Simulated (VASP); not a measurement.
# MgO (Periclase) (Fm-3m) in VASP: notebook

Aim: see how the results for MgO (Periclase) move with the level of theory and the settings. Levels: PBE+D4, revPBE+D3(BJ), PBEsol. Tasks: single point.

Program: VASP 6.6.1. These are calculated values, not measurements. Logs are shortened: lines on timing, memory, paths and dates and some standing lists are left out, and cuts for length are marked.

**What was measured.**

From “Electronic structure of alkaline earth and post-transition metal oxides”, 2009, arxiv:0908.1581, for a bulk crystal of MgO: band gap 7.83 eV.

How close the calculation comes is told below.

**1. The cell of the first run**

Symmetry: Fm-3m, No. 225, cubic system. The conventional cell has a = 4.225 Å, b = 4.225 Å, c = 4.225 Å, α = 90.00°, β = 90.00°, γ = 90.00°. Mg (site symmetry m-3m) has 6 O at 2.11 Å within 2.8 Å. O (site symmetry m-3m) has 6 Mg at 2.11 Å within 2.8 Å.

**2. Single point, PBE+D4**

INCAR reads:

```
SYSTEM = MgO
PREC     = Accurate       ! precision mode
ENCUT    = 520            ! plane-wave cutoff, eV
EDIFF    = 1E-6           ! SCF threshold, eV
ISMEAR   = 1              ! smearing method
SIGMA    = 0.05           ! smearing width, eV
LREAL    = .False.        ! projectors in reciprocal space
LASPH    = .True.         ! aspherical terms in the spheres
NELM     = 100            ! most SCF steps
ALGO     = Normal         ! electronic algorithm
ISIF     = 2              ! what is computed and relaxed
LWAVE    = .False.        ! write WAVECAR
LCHARG   = .True.         ! write CHGCAR
GGA      = PE             ! functional
IVDW     = 13             ! dispersion correction
LELF     = .True.         ! ELF
LVHAR    = .True.       
NBANDS   = 11             ! bands
```

KPOINTS reads:

```
regular mesh
0
Gamma
  8 8 8
  0 0 0
```

POSCAR reads:

```
MgO
1.0
    2.9876873915      0.0000000000      0.0000000000
    1.4938436958      2.5874131796      0.0000000000
    1.4938436958      0.8624710599      2.4394365400
Mg O
1 1
Direct
    0.0000000000      0.0000000000      0.0000000000
    0.5000000000      0.5000000000      0.5000000000
```

Potentials or basis: VASP PAW PBE potentials, release 64 (Mg, O).

The run is started by

```
> cat potpaw_PBE.64/Mg/POTCAR potpaw_PBE.64/O/POTCAR > POTCAR
> mpirun -np 1 vasp_std > vasp.out
```

OUTCAR:

```text
SYSTEM = MgO
   PREC = Accurate
   ENCUT = 520
   EDIFF = 1E-6
   ISMEAR = 1
   LREAL = .False.
   LASPH = .True.
   NELM = 100
   ISIF = 2
   GGA = PE
   IVDW = 13

 ion  position               nearest neighbor table
   1  0.000  0.000  0.000-   2 2.11   2 2.11   2 2.11   2 2.11   2 2.11   2 2.11
   2  0.500  0.500  0.500-   1 2.11   1 2.11   1 2.11   1 2.11   1 2.11   1 2.11

  LATTYP: Found a face centered cubic cell.
 ALAT       =     4.2252280292

  Lattice vectors:

 A1 = (   2.9876873915,   0.0000000000,   0.0000000000)
 A2 = (   1.4938436958,   2.5874131796,   0.0000000000)
 A3 = (   1.4938436958,   0.8624710599,   2.4394365400)

Analysis of symmetry for initial positions (statically):
=====================================================================
 Subroutine PRICEL returns:
 Original cell was already a primitive cell.

 Routine SETGRP: Setting up the symmetry group for a
 face centered cubic supercell.

 Subroutine GETGRP returns: Found 48 space group operations
 (whereof 48 operations were pure point group operations)
 out of a pool of 48 trial point group operations.

The static configuration has the point symmetry O_h .

Analysis of symmetry for dynamics (positions and initial velocities):
=====================================================================
 Subroutine PRICEL returns:
 Original cell was already a primitive cell.

 Routine SETGRP: Setting up the symmetry group for a
 face centered cubic supercell.

 Subroutine GETGRP returns: Found 48 space group operations
 (whereof 48 operations were pure point group operations)
 out of a pool of 48 trial point group operations.

The dynamic configuration has the point symmetry O_h .

 Subroutine INISYM returns: Found 48 space group operations
 (whereof 48 operations are pure point group operations),
 and found     1 'primitive' translations

----------------------------------------------------------------------------------------

                                     Primitive cell

  volume of cell :      18.8578

  direct lattice vectors                    reciprocal lattice vectors
     2.987687392  0.000000000  0.000000000     0.334707039 -0.193243199 -0.136643576
     1.493843696  2.587413180  0.000000000     0.000000000  0.386486398 -0.136643576
     1.493843696  0.862471060  2.439436540     0.000000000  0.000000000  0.409930729

  length of vectors
     2.987687392  2.987687392  2.987687392     0.409930729  0.409930729  0.409930729

  position of ions in fractional coordinates (direct lattice)
     0.000000000  0.000000000  0.000000000
     0.500000000  0.500000000  0.500000000

  ion indices of the primitive-cell ions
   primitive index   ion index
[... 87 lines left out ...]
   EMIN   =  10.00;   EMAX   =-10.00  energy-range for DOS
   EFERMI =   0.00;   METHOD = LEGACY
   ISMEAR =     1;   SIGMA  =   0.05  broadening in eV -4-tet -1-fermi 0-gaus
   EFERMI_NEDOS =   21; number of points for ismear=-14 and -15
   IALGO  =     38    algorithm
   IMIX   =      4    mixing-type and parameters
     AMIX     =   0.40;   BMIX     =  1.00
     AMIX_MAG =   1.60;   BMIX_MAG =  1.00
  volume/ion in A,a.u.               =       9.43        63.63
  Fermi-wavevector in a.u.,A,eV,Ry     =   1.230103  2.324557 20.587689  1.513152
  Thomas-Fermi vector in A             =   2.364964
   LORBIT       =      0    0 simple, 1 ext, 2 COOP (PROOUT), +10 PAW based schemes
   GGA     = PE    functional components
   LHFCALC =     F    Hartree Fock is set to
   AEXX    =    0.0000 exact exchange contribution
   IVDW    =    13    specifies the selected vdW correction
   LEPSILON=     F    determine dielectric tensor
   LRPA    =     F    only Hartree local field effects (RPA)
 non-spin polarized calculation
 Methfessel and Paxton  Order N= 1 SIGMA  =   0.05
  energy-cutoff  :      520.00
  volume of cell :       18.86
 maximum number of plane-waves:       531
 NGX is ok and might be reduce to    24
   NGX = 11   NGY = 11   NGZ = 11

 number of electron       8.0000005 magnetization

 Free energy of the ion-electron system (eV)
  ---------------------------------------------------
  ext. energy  EPLUGINS =         0.00000000
  ---------------------------------------------------
  free energy    TOTEN  =       -11.90925549 eV

  energy without entropy =      -11.90927382  energy(sigma->0) =      -11.90926160

 E-fermi :   3.1590     XC(G=0): -11.0343

 val. band max:        3.1171526950   @ k =   0.0000   0.0000   0.0000
 cond. band min:       7.7529421950   @ k =   0.0000   0.0000   0.0000
 fundamental gap:      4.6357895000
 Fermi energy:         3.1590118481

 k-point     1 :       0.0000    0.0000    0.0000
  band No.  band energies     occupation
      1     -14.0986      2.00000
      2       3.1172      1.99793
      3       3.1172      1.99792
      4       3.1172      1.99792
      5       7.7529      0.00000
      6      18.8637      0.00000
      7      18.8637      0.00000
      8      18.8637      0.00000
      9      22.7558      0.00000
     10      24.5193      0.00000
     11      24.5193      0.00000
[... 309 lines left out ...]
 k-point    24 :      -0.3750    0.2500    0.1250
  band No.  band energies     occupation
      1     -12.6893      2.00000
      2      -0.8461      2.00000
      3       1.2039      2.00000
      4       2.1433      2.00000
      5      12.7230      0.00000
      6      15.2263      0.00000
      7      16.5080      0.00000
      8      19.9005      0.00000
      9      23.5327      0.00000
     10      25.0703      0.00000
     11      29.1276      0.00000

 [... further k-points ...]

------------------------ aborting loop because EDIFF is reached ----------------------------------------

  DFT-D4 for vdW energy calculation

  Edisp (eV):   -0.32803

  FORCE on cell =-STRESS in cart. coord.  units (eV):
  Direction    XX          YY          ZZ          XY          YZ          ZX
  --------------------------------------------------------------------------------------
  -------------------------------------------------------------------------------------
  Total      -0.08023    -0.08023    -0.08023    -0.00000    -0.00000    -0.00000
  in kB      -6.81615    -6.81615    -6.81615    -0.00000    -0.00000    -0.00000
  external pressure =       -6.82 kB  Pullay stress =        0.00 kB

 VOLUME and BASIS-vectors are now :
 -----------------------------------------------------------------------------
  energy-cutoff  :      520.00
  volume of cell :       18.86
      direct lattice vectors                 reciprocal lattice vectors
     2.987687392  0.000000000  0.000000000     0.334707039 -0.193243199 -0.136643576
     1.493843696  2.587413180  0.000000000     0.000000000  0.386486398 -0.136643576
     1.493843696  0.862471060  2.439436540     0.000000000  0.000000000  0.409930729

 POSITION                                       TOTAL-FORCE (eV/Angst)
 -----------------------------------------------------------------------------------
      0.00000      0.00000      0.00000        -0.000000     -0.000000      0.000000
      2.98769      1.72494      1.21972         0.000000      0.000000      0.000000
 -----------------------------------------------------------------------------------
    total drift:                                0.000000      0.000000     -0.000000

  FREE ENERGIE OF THE ION-ELECTRON SYSTEM (eV)
  ---------------------------------------------------
  free  energy   TOTEN  =       -12.2372887993 eV

  energy  without entropy=      -12.2373071273  energy(sigma->0) =      -12.23729491
```

OSZICAR:

```text
N       E                     dE             d eps       ncg     rms          rms(c)
DAV:   1     0.128317036455E+02    0.12832E+02   -0.45900E+03   718   0.646E+02
DAV:   2    -0.129122694482E+02   -0.25744E+02   -0.25291E+02   750   0.135E+02
DAV:   3    -0.134668219005E+02   -0.55455E+00   -0.55407E+00   752   0.166E+01
DAV:   4    -0.134681129327E+02   -0.12910E-02   -0.12910E-02   713   0.950E-01
DAV:   5    -0.134681172846E+02   -0.43519E-05   -0.43519E-05   734   0.532E-02    0.721E+00
DAV:   6    -0.119272348653E+02    0.15409E+01   -0.88551E+00   659   0.163E+01    0.223E+00
DAV:   7    -0.119149744568E+02    0.12260E-01   -0.54667E-02   701   0.211E+00    0.134E+00
DAV:   8    -0.119096231852E+02    0.53513E-02   -0.28089E-02   668   0.188E+00    0.237E-01
DAV:   9    -0.119092601940E+02    0.36299E-03   -0.54251E-04   740   0.163E-01    0.133E-01
DAV:  10    -0.119092536657E+02    0.65283E-05   -0.47089E-04   701   0.162E-01    0.806E-03
DAV:  11    -0.119092556314E+02   -0.19657E-05   -0.25382E-06   728   0.131E-02    0.549E-03
DAV:  12    -0.119092554925E+02    0.13890E-06   -0.58536E-07   379   0.581E-03
   1 F= -.12237289E+02 E0= -.12237295E+02  d E =0.183279E-04
```

Wall time 4.7 s (1 thread of Intel Xeon 6975P-C (Granite Rapids), shared host); peak memory 0.13 GiB.

What came out:

```yaml
Free_energy: -12.2373 eV
Pressure: -0.7 GPa
Band_gap_on_the_k_mesh: 4.64 eV, direct
Dispersion_energy_per_atom: -0.164 eV
```

Levels at points of the mesh, in eV from the valence-band top:
| k point | band 1 | band 2 | band 3 | band 4 | band 5 | band 6 | band 7 | band 8 | band 9 |
| --- | --- | --- | --- | --- | --- | --- | --- | --- | --- |
| (0.00, 0.00, 0.00) | -17.22 | 0.00 | 0.00 | 0.00 | 4.64 | 15.75 | 15.75 | 15.75 | 19.64 |
| (0.50, 0.00, 0.00) | -15.95 | -4.58 | -0.64 | -0.64 | 7.84 | 12.50 | 16.21 | 16.21 | 20.75 |
| (0.50, 0.50, 0.00) | -15.70 | -4.05 | -1.34 | -1.34 | 9.11 | 9.87 | 13.00 | 18.83 | 18.83 |

(Part 1 of 2 ends here.)
